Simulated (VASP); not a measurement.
# Sb (Fm-3m) in VASP: settings compared, part 2 of 2

VASP 6.6.1. Earlier steps stand in the parts before.

## 5. Single point, PBE0

POSCAR reads:

```
Sb
1.0
    0.0000000000      2.4177492801      2.4177492801
    2.4177492801      0.0000000000      2.4177492801
    2.4177492801      2.4177492801      0.0000000000
Sb
1
Direct
    0.0000000000      0.0000000000      0.0000000000
```

INCAR.step1 reads:

```
SYSTEM = Sb
PREC     = Accurate       ! precision mode
ENCUT    = 400            ! plane-wave cutoff, eV
EDIFF    = 1E-5           ! SCF threshold, eV
ISMEAR   = -1             ! smearing method
SIGMA    = 0.05           ! smearing width, eV
LREAL    = .False.        ! projectors in reciprocal space
LASPH    = .True.         ! aspherical terms in the spheres
NELM     = 120            ! most SCF steps
ALGO     = Normal         ! electronic algorithm
ISIF     = 2              ! what is computed and relaxed
LWAVE    = .True.         ! write WAVECAR
LCHARG   = .False.        ! write CHGCAR
NBANDS   = 14             ! bands
GGA      = PE             ! functional
GGA_COMPAT= .False.
```

INCAR.step2 reads:

```
SYSTEM = Sb
PREC     = Accurate       ! precision mode
ENCUT    = 400            ! plane-wave cutoff, eV
EDIFF    = 1E-6           ! SCF threshold, eV
ISMEAR   = -1             ! smearing method
SIGMA    = 0.05           ! smearing width, eV
LREAL    = .False.        ! projectors in reciprocal space
LASPH    = .True.         ! aspherical terms in the spheres
NELM     = 120            ! most SCF steps
ALGO     = Normal         ! electronic algorithm
ISIF     = 2              ! what is computed and relaxed
LWAVE    = .False.        ! write WAVECAR
LCHARG   = .False.        ! write CHGCAR
GGA      = PE             ! functional
LHFCALC  = .True.         ! exact exchange
AEXX     = 0.25           ! exact-exchange fraction
PRECFOCK = Normal       
NBANDS   = 14             ! bands
ISTART   = 1            
GGA_COMPAT= .False.
```

KPOINTS reads:

```
regular mesh
0
Gamma
  6 6 6
  0 0 0
```

Run with:

```
$ cat potpaw_PBE.64/Sb_d_GW/POTCAR > POTCAR
$ cp INCAR.step1 INCAR
$ mpirun -np 1 vasp_std > vasp.out
$ cp INCAR.step2 INCAR
$ mpirun -np 1 vasp_std > vasp.out
```

It took 10 min on 1 thread of AMD EPYC 9R45 (Zen 5), shared host; peak memory 0.12 GiB.

It converged, with:

```
Free energy            : -5.0637 eV
Pressure               : -3.6 GPa
Band gap on the k mesh : zero (an odd number of electrons rules out a gap without spin polarisation)
```

Levels at points of the mesh, in eV from the Fermi level:
| k point | band 4 | band 5 | band 6 | band 7 | band 8 | band 9 | band 10 | band 11 |
| --- | --- | --- | --- | --- | --- | --- | --- | --- |
| (0.00, 0.00, 0.00) | -32.55 | -32.55 | -14.79 | 5.72 | 5.72 | 5.72 | 11.00 | 11.13 |
| (0.50, 0.00, 0.00) | -32.52 | -32.52 | -10.81 | -7.04 | 3.99 | 3.99 | 8.76 | 10.10 |
| (0.50, 0.50, 0.00) | -32.51 | -32.51 | -9.07 | -6.04 | 0.47 | 0.47 | 4.52 | 5.06 |

Caveat: the k points lie up to 0.38 Å⁻¹ apart, too coarse for converged energies and pressures of a metal; the PAW data sets were made with another functional, which shifts forces and pressure a little; spin-orbit coupling is left out, which moves the levels of the heavy elements; an odd number of electrons without spin polarisation forces a metal; a magnetic or distorted state may lie lower.

## 6. Single point, HSE06

This run uses another cell than the first one, of 25.60 Å³/atom.

POSCAR reads:

```
Sb
1.0
    0.0000000000      2.3391947752      2.3391947752
    2.3391947752      0.0000000000      2.3391947752
    2.3391947752      2.3391947752      0.0000000000
Sb
1
Direct
    0.0000000000      0.0000000000      0.0000000000
```

INCAR.step1 reads:

```
SYSTEM = Sb
PREC     = Accurate       ! precision mode
ENCUT    = 400            ! plane-wave cutoff, eV
EDIFF    = 1E-5           ! SCF threshold, eV
ISMEAR   = -1             ! smearing method
SIGMA    = 0.05           ! smearing width, eV
LREAL    = .FALSE.        ! projectors in reciprocal space
LASPH    = .TRUE.         ! aspherical terms in the spheres
NELM     = 120            ! most SCF steps
ALGO     = Normal         ! electronic algorithm
ISIF     = 2              ! what is computed and relaxed
LWAVE    = .TRUE.         ! write WAVECAR
LCHARG   = .FALSE.        ! write CHGCAR
GGA      = PE             ! functional
NBANDS   = 14             ! bands
GGA_COMPAT= .FALSE.
```

INCAR.step2 reads:

```
SYSTEM = Sb
PREC     = Accurate       ! precision mode
ENCUT    = 400            ! plane-wave cutoff, eV
EDIFF    = 1E-6           ! SCF threshold, eV
ISMEAR   = -1             ! smearing method
SIGMA    = 0.05           ! smearing width, eV
LREAL    = .FALSE.        ! projectors in reciprocal space
LASPH    = .TRUE.         ! aspherical terms in the spheres
NELM     = 120            ! most SCF steps
ALGO     = Normal         ! electronic algorithm
ISIF     = 2              ! what is computed and relaxed
LWAVE    = .FALSE.        ! write WAVECAR
LCHARG   = .FALSE.        ! write CHGCAR
GGA      = PE             ! functional
LHFCALC  = .TRUE.         ! exact exchange
HFSCREEN = 0.2079         ! screening, 1/A
PRECFOCK = Normal       
ISTART   = 1            
NBANDS   = 14             ! bands
GGA_COMPAT= .FALSE.
```

KPOINTS reads:

```
Automatic mesh
0
G
  6 6 6
  0 0 0
```

Potentials or basis: VASP PAW PBE potentials, release 64 (Sb_d_GW).

Run with:

```
$ cat potpaw_PBE.64/Sb_d_GW/POTCAR > POTCAR
$ cp INCAR.step1 INCAR
$ mpirun -np 1 vasp_std > vasp.out
$ cp INCAR.step2 INCAR
$ mpirun -np 1 vasp_std > vasp.out
```

OUTCAR:

```text
SYSTEM = Sb
   PREC = Accurate
   ENCUT = 400
   EDIFF = 1E-6
   ISMEAR = -1
   LREAL = .FALSE.
   LASPH = .TRUE.
   NELM = 120
   ISIF = 2
   GGA = PE
   LHFCALC = .TRUE.
   HFSCREEN = 0.2079
   PRECFOCK = Normal
   ISTART = 1

 ion  position               nearest neighbor table
   1  0.000  0.000  0.000-

  LATTYP: Found a face centered cubic cell.
 ALAT       =     4.6783895504

  Lattice vectors:

 A1 = (   0.0000000000,   2.3391947752,   2.3391947752)
 A2 = (   2.3391947752,   0.0000000000,   2.3391947752)
 A3 = (   2.3391947752,   2.3391947752,   0.0000000000)

Analysis of symmetry for initial positions (statically):
=====================================================================
 Subroutine PRICEL returns:
 Original cell was already a primitive cell.

 Routine SETGRP: Setting up the symmetry group for a
 face centered cubic supercell.

 Subroutine GETGRP returns: Found 48 space group operations
 (whereof 48 operations were pure point group operations)
 out of a pool of 48 trial point group operations.

The static configuration has the point symmetry O_h .

Analysis of symmetry for dynamics (positions and initial velocities):
=====================================================================
 Subroutine PRICEL returns:
 Original cell was already a primitive cell.

 Routine SETGRP: Setting up the symmetry group for a
 face centered cubic supercell.

 Subroutine GETGRP returns: Found 48 space group operations
 (whereof 48 operations were pure point group operations)
 out of a pool of 48 trial point group operations.

The dynamic configuration has the point symmetry O_h .

 Subroutine INISYM returns: Found 48 space group operations
 (whereof 48 operations are pure point group operations),
 and found     1 'primitive' translations

----------------------------------------------------------------------------------------

                                     Primitive cell

  volume of cell :      25.5994

  direct lattice vectors                    reciprocal lattice vectors
     0.000000000  2.339194775  2.339194775    -0.213748767  0.213748767  0.213748767
     2.339194775  0.000000000  2.339194775     0.213748767 -0.213748767  0.213748767
     2.339194775  2.339194775  0.000000000     0.213748767  0.213748767 -0.213748767

  length of vectors
     3.308120976  3.308120976  3.308120976     0.370223725  0.370223725  0.370223725

  position of ions in fractional coordinates (direct lattice)
     0.000000000  0.000000000  0.000000000

  ion indices of the primitive-cell ions
   primitive index   ion index
                 1           1

----------------------------------------------------------------------------------------

 KPOINTS: Automatic mesh

Automatic generation of k-mesh.
 Grid dimensions read from file:
 generate k-points for:    6    6    6

 Generating k-lattice:

  Cartesian coordinates                     Fractional coordinates (reciprocal lattice)
[... 34 lines left out ...]
   number of dos      NEDOS =    301   number of ions     NIONS =      1
   total plane-waves  NPLWV =  13824
   dimension x,y,z NGX =    24 NGY =   24 NGZ =   24
   dimension x,y,z NGXF=    48 NGYF=   48 NGZF=   48
   ions per type =               1
   NGX,Y,Z   is equivalent  to a cutoff of  12.06, 12.06, 12.06 a.u.
   NGXF,Y,Z  is equivalent  to a cutoff of  24.12, 24.12, 24.12 a.u.
 SYSTEM =  Sb
   PREC   = accura    normal or accurate (medium, high low for compatibility)
   ISTART =      1    job   : 0-new  1-cont  2-samecut
   ICHARG =      0    charge: 1-file 2-atom 10-const
   ISPIN  =      1    spin polarized calculation?
   LNONCOLLINEAR =      F non collinear calculations
   LSORBIT =      F    spin-orbit coupling
   LASPH  =      T    aspherical Exc in radial PAW
   ENCUT  =  400.0 eV  29.40 Ry    5.42 a.u.   5.39  5.39  5.39*2*pi/ulx,y,z
   NELM   =    120;   NELMIN=  2; NELMDL=  0     # of ELM steps
   EDIFF  = 0.1E-05   stopping-criterion for ELM
   LREAL  =      F    real-space projection
   EDIFFG = 0.1E-04   stopping-criterion for IOM
   NSW    =      0    number of steps for IOM
   IBRION =     -1    ionic relax: 0-MD 1-quasi-New 2-CG
   NFREE  =      0    steps in history (QN), initial steepest desc. (CG)
   ISIF   =      2    stress and relaxation
   ISYM   =      3    0-nonsym 1-usesym 2-fastsym
   POTIM  = 0.5000    time-step for ionic-motion
   TEBEG  =    0.0;   TEEND  =   0.0 temperature during run
   PSTRESS=    0.0 pullay stress
   NELECT =      15.0000    total number of electrons
   NUPDOWN=      -1.0000    fix difference up-down
   EMIN   =  10.00;   EMAX   =-10.00  energy-range for DOS
   EFERMI =   0.00;   METHOD = LEGACY
   ISMEAR =    -1;   SIGMA  =   0.05  broadening in eV -4-tet -1-fermi 0-gaus
   EFERMI_NEDOS =   21; number of points for ismear=-14 and -15
   IALGO  =     38    algorithm
   IMIX   =      1    mixing-type and parameters
     AMIX     =   0.40;   BMIX     =  1.00
     AMIX_MAG =   1.60;   BMIX_MAG =  1.00
  volume/ion in A,a.u.               =      25.60       172.75
  Fermi-wavevector in a.u.,A,eV,Ry     =   1.369921  2.588775 25.533831  1.876684
  Thomas-Fermi vector in A             =   2.495753
   LORBIT       =      0    0 simple, 1 ext, 2 COOP (PROOUT), +10 PAW based schemes
   GGA     = PE    functional components
   LHFCALC =     T    Hartree Fock is set to
   PRECFOCK=normal    Normal, Fast or Accurate (Low or Medium for compatibility)
   ENCUT4O =  -1.0   cutoff for four orbital integrals eV
   NKREDX  =     1    reduce k-point grid by
   NKREDY  =     1    reduce k-point grid by
   NKREDZ  =     1    reduce k-point grid by
   AEXX    =    0.2500 exact exchange contribution
   HFSCREEN=    0.2079 screening length (either q_TF or 0.3 A-1)
   HFSCREENC=   0.2079 screening length for correlation (either q_TF or 0.3 A-1)
   ENCUTFOCK=  -1.0 apply spherical cutoff to Coloumb kernel
   IVDW    =     0    specifies the selected vdW correction
   LEPSILON=     F    determine dielectric tensor
   LRPA    =     F    only Hartree local field effects (RPA)
 non-spin polarized calculation
  energy-cutoff  :      400.00
  volume of cell :       25.60
 maximum number of plane-waves:       483
 NGX is ok and might be reduce to    24
  NGX = 18; NGY = 18; NGZ = 18

 number of electron      15.0000016 magnetization

 Free energy of the ion-electron system (eV)
  ---------------------------------------------------
  ext. energy  EPLUGINS =         0.00000000
  ---------------------------------------------------
  free energy    TOTEN  =        -4.54644872 eV

  energy without entropy =       -4.53622553  energy(sigma->0) =       -4.54133712

 E-fermi :   7.1048     XC(G=0):  -8.9937

 val. band max:        7.0866147305   @ k =  -0.3333   0.3333   0.1667
 cond. band min:       7.2588238851   @ k =  -0.3333   0.1667   0.0000
 fundamental gap:      0.1722091546
 Fermi energy:         7.1047704329

 k-point     1 :       0.0000    0.0000    0.0000
  band No.  band energies     occupation
      1     -25.0798      2.00000
      2     -25.0798      2.00000
      3     -25.0798      2.00000
      4     -25.0282      2.00000
      5     -25.0282      2.00000
      6      -8.0544      2.00000
      7      13.2421      0.00000
      8      13.2421      0.00000
      9      13.2421      0.00000
     10      17.7941      0.00000
     11      18.3423      0.00000
     12      18.3423      0.00000
     13      18.3423      0.00000
     14      20.3492      0.00000
[... 241 lines left out ...]
      1     -25.0923      2.00000
      2     -25.0717      2.00000
      3     -25.0107      2.00000
      4     -25.0004      2.00000
      5     -24.9690      2.00000
      6      -1.2069      2.00000
      7       1.9054      2.00000
      8       4.5890      2.00000
      9       5.4355      2.00000
     10      15.3246      0.00000
     11      15.8742      0.00000
     12      22.3525      0.00000
     13      22.7957      0.00000
     14      28.7835      0.00000

------------------------ aborting loop because EDIFF is reached ----------------------------------------

  FORCE on cell =-STRESS in cart. coord.  units (eV):
  Direction    XX          YY          ZZ          XY          YZ          ZX
  --------------------------------------------------------------------------------------
  -------------------------------------------------------------------------------------
  Total        0.3332344      0.3332344      0.3332344     -0.0000000     -0.0000000      0.0000000
  in kB       20.8560124     20.8560124     20.8560124     -0.0000000     -0.0000000      0.0000000
  external PRESSURE =      20.8560124 kB  Pullay stress =       0.0000000 kB

 VOLUME and BASIS-vectors are now :
 -----------------------------------------------------------------------------
  energy-cutoff  :      400.00
  volume of cell :       25.60
      direct lattice vectors                 reciprocal lattice vectors
     0.000000000  2.339194775  2.339194775    -0.213748767  0.213748767  0.213748767
     2.339194775  0.000000000  2.339194775     0.213748767 -0.213748767  0.213748767
     2.339194775  2.339194775  0.000000000     0.213748767  0.213748767 -0.213748767

 POSITION                                       TOTAL-FORCE (eV/Angst)
 -----------------------------------------------------------------------------------
      0.00000      0.00000      0.00000         0.000000      0.000000      0.000000
 -----------------------------------------------------------------------------------
    total drift:                                0.000002      0.000001      0.000001

  FREE ENERGIE OF THE ION-ELECTRON SYSTEM (eV)
  ---------------------------------------------------
  free  energy   TOTEN  =        -4.5464487155 eV

  energy  without entropy=       -4.5362255342  energy(sigma->0) =       -4.54133712
```

It took 11 min on 1 thread of AMD EPYC 9R45 (Zen 5), shared host; peak memory 0.22 GiB.

Results:

```
Free energy            : -4.5464 eV
Pressure               : 2.1 GPa
Band gap on the k mesh : zero (an odd number of electrons rules out a gap without spin polarisation)
```

Caveat: the k points lie up to 0.39 Å⁻¹ apart, too coarse for converged energies and pressures of a metal; the PAW data sets were made with another functional, which shifts forces and pressure a little; spin-orbit coupling is left out, which moves the levels of the heavy elements; an odd number of electrons without spin polarisation forces a metal; a magnetic or distorted state may lie lower.

## 7. Summary

| level | cell | screening parameter | gap on the mesh (eV) | pressure (GPa) |
| --- | --- | --- | --- | --- |
| HSE06 | a = 3.419 Å, angles 60.0°, 1 atom | 0.2079 1/Å | none | -3.9 |
| HSE06 | a = 3.398 Å, angles 60.0°, 1 atom | 0.2079 1/Å | none | -3.0 |
| PBE0 | a = 3.398 Å, angles 60.0°, 1 atom | - | none | -3.6 |
| PBE0 | a = 3.419 Å, angles 60.0°, 1 atom | - | none | -3.6 |
| HSE06 | a = 3.308 Å, angles 60.0°, 1 atom | 0.2079 1/Å | none | 2.1 |

Alike in all rows: task single point; potentials or basis VASP PAW PBE potentials, release 64 (Sb_d_GW); no spin polarisation; k mesh 6 × 6 × 6; cutoff (eV) 400; smearing fermi-dirac 0.05 eV.

Caveats: all runs use coarse meshes; the PAW data sets were made with another functional, which shifts forces and pressure a little; spin-orbit coupling is left out, which moves the levels of the heavy elements; an odd number of electrons without spin polarisation forces a metal; a magnetic or distorted state may lie lower.

Total energies depend on the potentials used, so only differences within one code and one set of settings carry meaning.

The gap in the log of VASP goes by the Fermi energy; the results here count the filled bands.